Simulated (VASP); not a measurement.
# SiO2 (P4_2/mnm) in VASP: further runs

The runs below take SiO2 through single point, with LDA.

Program: VASP 6.6.1. These are calculated values, not measurements. Logs are shortened: lines on timing, memory, paths and dates and some standing lists are left out, and cuts for length are marked.

## 1. The cell of the first run

The structure is tetragonal, space group P4_2/mnm (No. 136). The conventional cell has a = 4.116 Å, b = 4.116 Å, c = 2.451 Å, α = 90.00°, β = 90.00°, γ = 90.00°. Si (site symmetry mmm) has 6 O at 1.67 to 1.78 Å within 2.2 Å. O (site symmetry m2m) has 3 Si at 1.67 to 1.78 Å and 1 O at 2.26 Å within 2.3 Å.

## 2. Single point, LDA (6.92 Å³/atom)

INCAR reads:

```
SYSTEM = SiO2
  ALGO = Normal
  EDIFF = 1E-6
  ENCUT = 520
  GGA = CA
  ISIF = 2
  ISMEAR = 0
  LASPH = .True.
  LCHARG = .False.
  LREAL = .False.
  LWAVE = .False.
  NBANDS = 25
  NELM = 100
  PREC = Accurate
  SIGMA = 0.05
```

KPOINTS reads:

```
k-points
0
Gamma
  6 6 10
  0 0 0
```

POSCAR reads:

```
SiO2
1.0
    4.1164350941      0.0000000000      0.0000000000
    0.0000000000      4.1164350941      0.0000000000
    0.0000000000      0.0000000000      2.4513370985
Si O
2 4
Direct
    0.5000000000      0.5000000000      0.5000000000
    0.0000000000      0.0000000000      0.0000000000
    0.6944252994      0.6944252994      0.0000000000
    0.1944252994      0.8055747006      0.5000000000
    0.3055747006      0.3055747006      0.0000000000
    0.8055747006      0.1944252994      0.5000000000
```

Potentials or basis: VASP PAW LDA potentials, release 64 (Si, O).

Run with:

```sh
$ cat potpaw_LDA.64/Si/POTCAR potpaw_LDA.64/O/POTCAR > POTCAR
$ mpirun -np 1 vasp_std > vasp.out
```

OUTCAR:

```text
SYSTEM = SiO2
   EDIFF = 1E-6
   ENCUT = 520
   GGA = CA
   ISIF = 2
   ISMEAR = 0
   LASPH = .True.
   LREAL = .False.
   NELM = 100
   PREC = Accurate

 ion  position               nearest neighbor table
   1  0.500  0.500  0.500-   3 1.67   5 1.67   3 1.67   5 1.67   4 1.78   6 1.78
   2  0.000  0.000  0.000-   4 1.67   6 1.67   4 1.67   6 1.67   5 1.78   3 1.78
   3  0.694  0.694  0.000-   1 1.67   1 1.67   2 1.78
   4  0.194  0.806  0.500-   2 1.67   2 1.67   1 1.78
   5  0.306  0.306  0.000-   1 1.67   1 1.67   2 1.78
   6  0.806  0.194  0.500-   2 1.67   2 1.67   1 1.78

  LATTYP: Found a simple tetragonal cell.
 ALAT       =     4.1164350941
 C/A-ratio  =     0.5955000000

  Lattice vectors:

 A1 = (   4.1164350941,   0.0000000000,   0.0000000000)
 A2 = (   0.0000000000,   4.1164350941,   0.0000000000)
 A3 = (   0.0000000000,   0.0000000000,   2.4513370985)

Analysis of symmetry for initial positions (statically):
=====================================================================
 Subroutine PRICEL returns:
 Original cell was already a primitive cell.

 Routine SETGRP: Setting up the symmetry group for a
 simple tetragonal supercell.

 Subroutine GETGRP returns: Found 16 space group operations
 (whereof  8 operations were pure point group operations)
 out of a pool of 16 trial point group operations.

The static configuration has the point symmetry D_2h.
 The point group associated with its full space group is D_4h.

Analysis of symmetry for dynamics (positions and initial velocities):
=====================================================================
 Subroutine PRICEL returns:
 Original cell was already a primitive cell.

 Routine SETGRP: Setting up the symmetry group for a
 simple tetragonal supercell.

 Subroutine GETGRP returns: Found 16 space group operations
 (whereof  8 operations were pure point group operations)
 out of a pool of 16 trial point group operations.

The dynamic configuration has the point symmetry D_2h.
 The point group associated with its full space group is D_4h.

 Subroutine INISYM returns: Found 16 space group operations
 (whereof  8 operations are pure point group operations),
 and found     1 'primitive' translations

----------------------------------------------------------------------------------------

                                     Primitive cell

  volume of cell :      41.5380

  direct lattice vectors                    reciprocal lattice vectors
     4.116435094  0.000000000  0.000000000     0.242928645  0.000000000  0.000000000
     0.000000000  4.116435094  0.000000000     0.000000000  0.242928645  0.000000000
     0.000000000  0.000000000  2.451337098     0.000000000  0.000000000  0.407940630

  length of vectors
     4.116435094  4.116435094  2.451337098     0.242928645  0.242928645  0.407940630

  position of ions in fractional coordinates (direct lattice)
     0.500000000  0.500000000  0.500000000
     0.000000000  0.000000000  0.000000000
     0.694425299  0.694425299  0.000000000
     0.194425299  0.805574701  0.500000000
     0.305574701  0.305574701  0.000000000
     0.805574701  0.194425299  0.500000000

  ion indices of the primitive-cell ions
   primitive index   ion index
                 1           1
                 2           2
                 3           3
                 4           4
                 5           5
                 6           6

----------------------------------------------------------------------------------------

 KPOINTS: k-points

Automatic generation of k-mesh.
 Grid dimensions read from file:
 generate k-points for:    6    6   10

 Generating k-lattice:

  Cartesian coordinates                     Fractional coordinates (reciprocal lattice)
     0.040488108  0.000000000  0.000000000     0.166666667  0.000000000  0.000000000
     0.000000000  0.040488108  0.000000000     0.000000000  0.166666667  0.000000000
     0.000000000  0.000000000  0.040794063     0.000000000  0.000000000  0.100000000

  Length of vectors
     0.040488108  0.040488108  0.040794063

  Shift w.r.t. Gamma in fractional coordinates (k-lattice)
     0.000000000  0.000000000  0.000000000

 Subroutine IBZKPT returns following result:
 ===========================================

 Found     60 irreducible k-points:

 Following reciprocal coordinates:
            Coordinates               Weight
  0.000000  0.000000  0.000000      1.000000
  0.166667  0.000000  0.000000      4.000000
  0.333333  0.000000  0.000000      4.000000
  0.500000  0.000000  0.000000      2.000000
  0.166667  0.166667  0.000000      4.000000
  0.333333  0.166667  0.000000      8.000000
[... 16 lines left out ...]
  0.333333  0.000000  0.200000      8.000000
  0.500000  0.000000  0.200000      4.000000
 [... further k-points ...]
   k-points           NKPTS =     60   k-points in BZ     NKDIM =     60   number of bands    NBANDS=     25
   number of dos      NEDOS =    301   number of ions     NIONS =      6
   total plane-waves  NPLWV =  18432
   dimension x,y,z NGX =    32 NGY =   32 NGZ =   18
   dimension x,y,z NGXF=    64 NGYF=   64 NGZF=   36
   ions per type =               2   4
   NGX,Y,Z   is equivalent  to a cutoff of  12.92, 12.92, 12.21 a.u.
   NGXF,Y,Z  is equivalent  to a cutoff of  25.85, 25.85, 24.41 a.u.
 SYSTEM =  SiO2
   PREC   = accura    normal or accurate (medium, high low for compatibility)
   ISTART =      0    job   : 0-new  1-cont  2-samecut
   ICHARG =      2    charge: 1-file 2-atom 10-const
   ISPIN  =      1    spin polarized calculation?
   LNONCOLLINEAR =      F non collinear calculations
   LSORBIT =      F    spin-orbit coupling
   LASPH  =      T    aspherical Exc in radial PAW
   ENCUT  =  520.0 eV  38.22 Ry    6.18 a.u.   7.65  7.65  4.56*2*pi/ulx,y,z
   NELM   =    100;   NELMIN=  2; NELMDL= -5     # of ELM steps
   EDIFF  = 0.1E-05   stopping-criterion for ELM
   LREAL  =      F    real-space projection
   EDIFFG = 0.1E-04   stopping-criterion for IOM
   NSW    =      0    number of steps for IOM
   IBRION =     -1    ionic relax: 0-MD 1-quasi-New 2-CG
   NFREE  =      0    steps in history (QN), initial steepest desc. (CG)
   ISIF   =      2    stress and relaxation
   ISYM   =      2    0-nonsym 1-usesym 2-fastsym
   POTIM  = 0.5000    time-step for ionic-motion
   TEBEG  =    0.0;   TEEND  =   0.0 temperature during run
   PSTRESS=    0.0 pullay stress
   NELECT =      32.0000    total number of electrons
   NUPDOWN=      -1.0000    fix difference up-down
   EMIN   =  10.00;   EMAX   =-10.00  energy-range for DOS
   EFERMI =   0.00;   METHOD = LEGACY
   ISMEAR =     0;   SIGMA  =   0.05  broadening in eV -4-tet -1-fermi 0-gaus
   EFERMI_NEDOS =   21; number of points for ismear=-14 and -15
   IALGO  =     38    algorithm
   IMIX   =      4    mixing-type and parameters
     AMIX     =   0.40;   BMIX     =  1.00
     AMIX_MAG =   1.60;   BMIX_MAG =  1.00
  volume/ion in A,a.u.               =       6.92        46.72
  Fermi-wavevector in a.u.,A,eV,Ry     =   1.500754  2.836015 30.643910  2.252264
  Thomas-Fermi vector in A             =   2.612214
   LORBIT       =      0    0 simple, 1 ext, 2 COOP (PROOUT), +10 PAW based schemes
   GGA     = CA    functional components
   LHFCALC =     F    Hartree Fock is set to
   AEXX    =    0.0000 exact exchange contribution
   IVDW    =     0    specifies the selected vdW correction
   LEPSILON=     F    determine dielectric tensor
   LRPA    =     F    only Hartree local field effects (RPA)
 non-spin polarized calculation
 Gauss-broadening in eV      SIGMA  =   0.05
  energy-cutoff  :      520.00
  volume of cell :       41.54
 maximum number of plane-waves:      1140
 NGX is ok and might be reduce to    32
   NGX = 15   NGY = 15   NGZ =  9

 number of electron      31.9999959 magnetization

 Free energy of the ion-electron system (eV)
  ---------------------------------------------------
  ext. energy  EPLUGINS =         0.00000000
  ---------------------------------------------------
  free energy    TOTEN  =       -50.97645612 eV

  energy without entropy =      -50.97645612  energy(sigma->0) =      -50.97645612

 E-fermi :   9.8669     XC(G=0): -13.3025

 val. band max:        9.6133772718   @ k =   0.0000   0.0000   0.0000
 cond. band min:      17.5167064983   @ k =   0.0000   0.0000   0.0000
 fundamental gap:      7.9033292265
 Fermi energy:         9.8669437704

 k-point     1 :       0.0000    0.0000    0.0000
  band No.  band energies     occupation
      1     -14.0745      2.00000
      2      -9.9054      2.00000
      3      -9.9054      2.00000
      4      -9.7785      2.00000
      5      -1.9639      2.00000
      6       2.0842      2.00000
[... 17 lines left out ...]
     24      24.7342      0.00000
     25      26.4379      0.00000

 k-point     2 :       0.1667    0.0000    0.0000
  band No.  band energies     occupation
      1     -13.9165      2.00000
      2     -10.7607      2.00000
      3      -9.8179      2.00000
      4      -9.2528      2.00000
      5      -1.8627      2.00000
      6       1.3445      2.00000
[... 17 lines left out ...]
     24      23.9766      0.00000
     25      26.0046      0.00000

 k-point     3 :       0.3333    0.0000    0.0000
  band No.  band energies     occupation
      1     -13.4533      2.00000
      2     -11.7813      2.00000
      3      -9.5829      2.00000
      4      -9.1079      2.00000
      5      -1.4971      2.00000
      6       0.1990      2.00000
[... 17 lines left out ...]
     24      24.4263      0.00000
     25      25.4473      0.00000

 k-point     4 :       0.5000    0.0000    0.0000
  band No.  band energies     occupation
      1     -12.7190      2.00000
      2     -12.7190      2.00000
      3      -9.2901      2.00000
      4      -9.2901      2.00000
      5      -0.7973      2.00000
      6      -0.7973      2.00000
[... 17 lines left out ...]
     24      25.0220      0.00000
     25      25.5284      0.00000
[... 477 lines left out ...]
 k-point    22 :       0.1667    0.0000    0.2000
  band No.  band energies     occupation
      1     -13.2565      2.00000
      2     -10.3356      2.00000
      3      -9.4377      2.00000
      4      -9.0470      2.00000
      5      -1.4512      2.00000
      6       1.7258      2.00000
[... 17 lines left out ...]
     24      24.3553      0.00000
     25      24.5727      0.00000

 k-point    23 :       0.3333    0.0000    0.2000
  band No.  band energies     occupation
      1     -12.8166      2.00000
      2     -11.2564      2.00000
      3      -9.2510      2.00000
      4      -8.9091      2.00000
      5      -0.9465      2.00000
      6       0.6608      2.00000
[... 17 lines left out ...]
     24      23.5380      0.00000
     25      24.4968      0.00000

 k-point    24 :       0.5000    0.0000    0.2000
  band No.  band energies     occupation
      1     -12.1252      2.00000
      2     -12.1252      2.00000
      3      -9.0295      2.00000
      4      -9.0295      2.00000
      5      -0.2421      2.00000
      6      -0.2421      2.00000
[... 17 lines left out ...]
     24      23.3766      0.00000
     25      24.6176      0.00000

 [... further k-points ...]
[... 5 lines left out ...]
  --------------------------------------------------------------------------------------
  -------------------------------------------------------------------------------------
  Total        7.6922008      7.6922008     22.7600415      0.0000000      0.0000000      0.0000000
  in kB      296.6986779    296.6986779    877.8858525      0.0000000      0.0000000      0.0000000
  external PRESSURE =     490.4277361 kB  Pullay stress =       0.0000000 kB

 VOLUME and BASIS-vectors are now :
 -----------------------------------------------------------------------------
  energy-cutoff  :      520.00
  volume of cell :       41.54
      direct lattice vectors                 reciprocal lattice vectors
     4.116435094  0.000000000  0.000000000     0.242928645  0.000000000  0.000000000
     0.000000000  4.116435094  0.000000000     0.000000000  0.242928645  0.000000000
     0.000000000  0.000000000  2.451337098     0.000000000  0.000000000  0.407940630

 POSITION                                       TOTAL-FORCE (eV/Angst)
 -----------------------------------------------------------------------------------
      2.05822      2.05822      1.22567         0.000000     -0.000000      0.000000
      0.00000      0.00000      0.00000         0.000000     -0.000000      0.000000
      2.85856      2.85856      0.00000         0.511793      0.511793      0.000000
      0.80034      3.31610      1.22567         0.511793     -0.511793      0.000000
      1.25788      1.25788      0.00000        -0.511793     -0.511793     -0.000000
      3.31610      0.80034      1.22567        -0.511793      0.511793      0.000000
 -----------------------------------------------------------------------------------
    total drift:                                0.000000      0.000000     -0.000000

  FREE ENERGIE OF THE ION-ELECTRON SYSTEM (eV)
  ---------------------------------------------------
  free  energy   TOTEN  =       -50.9764561210 eV

  energy  without entropy=      -50.9764561210  energy(sigma->0) =      -50.97645612
```

Run time: 55 s. Hardware: 1 thread of Intel Xeon 8259CL, shared host; peak memory 0.16 GiB.

What came out:

* Free energy: -50.9765 eV
* Pressure: 49.0 GPa
* Largest force: 0.724 eV/Å
* Band gap on the k mesh: 7.90 eV

Forces in eV/Å, atoms in the order of the input:
```
Si   0.000  0.000  0.000
Si   0.000  0.000  0.000
O    0.512  0.512  0.000
O    0.512 -0.512  0.000
O   -0.512 -0.512  0.000
O   -0.512  0.512  0.000
```

Stress tensor (GPa, compression positive):
```
29.67  0.00  0.00
 0.00 29.67  0.00
 0.00  0.00 87.79
```

Levels at points of the mesh, in eV from the valence-band top:
```
           k point  band 13  band 14  band 15  band 16  band 17  band 18  band 19  band 20
(0.00, 0.00, 0.00)    -2.16    -1.03    -1.03     0.00     7.90     8.09    10.42    10.42
(0.50, 0.00, 0.00)    -2.51    -2.51    -1.26    -1.26     9.94     9.94    10.43    10.43
(0.50, 0.50, 0.00)    -2.95    -2.95    -2.77    -2.77     9.34     9.34    11.60    11.60
(0.00, 0.00, 0.50)    -3.44    -3.44    -3.12    -3.12    10.31    10.31    13.34    13.34
(0.50, 0.00, 0.50)    -2.70    -2.70    -2.05    -2.05     9.52     9.52    10.38    10.38
(0.50, 0.50, 0.50)    -2.14    -2.14    -1.80    -1.80     8.21     8.21    11.44    11.44
```

Caveat: the cell stands under pressure. A k mesh can miss the band edges.

## 3. Single point, LDA (7.17 Å³/atom)

This run uses another cell than the first one, of 7.17 Å³/atom.

INCAR reads:

```
  PREC = Accurate
  ENCUT = 520
  EDIFF = 1E-7
  ISMEAR = 0
  SIGMA = 0.05
  LREAL = False
  LASPH = True
  NELM = 80
  ALGO = Normal
  ISIF = 2
  LWAVE = False
  LCHARG = False
  NBANDS = 25
```

KPOINTS reads:

```
Automatic mesh
0
Gamma
  6 6 10
```

POSCAR, as its differences from that of step 2:

```diff
@@ -2,5 +2,5 @@
 1.0
-    4.1164350941      0.0000000000      0.0000000000
-    0.0000000000      4.1164350941      0.0000000000
-    0.0000000000      0.0000000000      2.4513370985
+    3.8253643361      0.0000000000      0.0000000000
+    0.0000000000      3.8253643361      0.0000000000
+    0.0000000000      0.0000000000      2.9390274194
 Si O
```

Potentials or basis: VASP PAW LDA potentials, release 64 (Si, O).

Run with:

```sh
$ cat potpaw_LDA.64/Si/POTCAR potpaw_LDA.64/O/POTCAR > POTCAR
$ mpirun -np 1 vasp_std > vasp.out
```

Run time: 59 s. Hardware: 1 thread of Intel Xeon 8259CL, shared host; peak memory 0.16 GiB.

Results (log left out):

```
Free energy            : -50.4234 eV
Pressure               : 26.1 GPa
Largest force          : 0.615 eV/Å
Band gap on the k mesh : 4.81 eV
```

Forces on the atoms (eV/Å):
```
Si   0.000  0.000  0.000
Si   0.000  0.000  0.000
O    0.435  0.435  0.000
O    0.435 -0.435  0.000
O   -0.435 -0.435  0.000
O   -0.435  0.435  0.000
```

Stress tensor (GPa, compression positive):
```
 52.76   0.00   0.00
  0.00  52.76   0.00
  0.00   0.00 -27.29
```

Levels at points of the mesh, in eV from the valence-band top:
| k point | band 12 | band 13 | band 14 | band 15 | band 16 | band 17 | band 18 | band 19 | band 20 | band 21 |
| --- | --- | --- | --- | --- | --- | --- | --- | --- | --- | --- |
| (0.00, 0.00, 0.00) | -3.61 | -2.58 | -0.46 | -0.46 | 0.00 | 4.81 | 6.20 | 6.77 | 6.77 | 9.90 |
| (0.50, 0.00, 0.00) | -3.87 | -2.85 | -2.85 | -0.81 | -0.81 | 7.22 | 7.22 | 7.97 | 7.97 | 12.13 |
| (0.50, 0.50, 0.00) | -3.97 | -3.17 | -3.17 | -1.47 | -1.47 | 6.97 | 6.97 | 9.47 | 9.47 | 14.09 |
| (0.00, 0.00, 0.50) | -3.92 | -3.73 | -3.73 | -2.33 | -2.33 | 10.47 | 10.47 | 12.15 | 12.15 | 12.27 |
| (0.50, 0.00, 0.50) | -3.91 | -1.61 | -1.61 | -1.36 | -1.36 | 10.16 | 10.16 | 12.61 | 12.61 | 12.66 |
| (0.50, 0.50, 0.50) | -3.58 | -1.09 | -1.09 | -0.94 | -0.94 | 8.82 | 8.82 | 12.28 | 12.28 | 12.29 |

Caveat: the cell stands under pressure. A k mesh can miss the band edges.
